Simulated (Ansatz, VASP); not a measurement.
TePb in VASP and in Ansatz

```
CELL_PARAMETERS angstrom
0.00000 3.23100 3.23100
3.23100 0.00000 3.23100
3.23100 3.23100 0.00000
ATOMIC_POSITIONS crystal
Pb 0.00000 0.00000 0.00000
Te 0.50000 0.50000 0.50000
```

Alike in both runs: functional B3LYP; k mesh 4 × 4 × 4; occupations fermi-dirac, width 0.05 eV; no spin polarisation.

|  | VASP | Ansatz |
| --- | --- | --- |
| version | VASP 6.6.1 | Ansatz 0.2.0 |
| potentials or method | VASP PAW PBE potentials, release 64 (Pb_d, Te) | Ansatz PAW |
| plane-wave cutoff (eV) | 520 | 420 |
| valence electrons in the cell | 20 | 30 |
| task | single point | band structure |

```csv
,VASP,Ansatz,Ansatz less VASP
gap on the k mesh at the Fermi level (eV),1.61,1.61,-0.002
least direct gap on the mesh (eV),1.61,1.61,-0.002
pressure (GPa),4.1,4.1,+0.04
```

VASP's potentials were made for PBE, not for B3LYP. VASP's potentials hold 20 valence electrons a cell and Ansatz's 30, so a difference there can come from the potentials and not from the codes.

The k mesh is coarse, so the values compare programs but aren't converged. Spin-orbit coupling is off throughout.
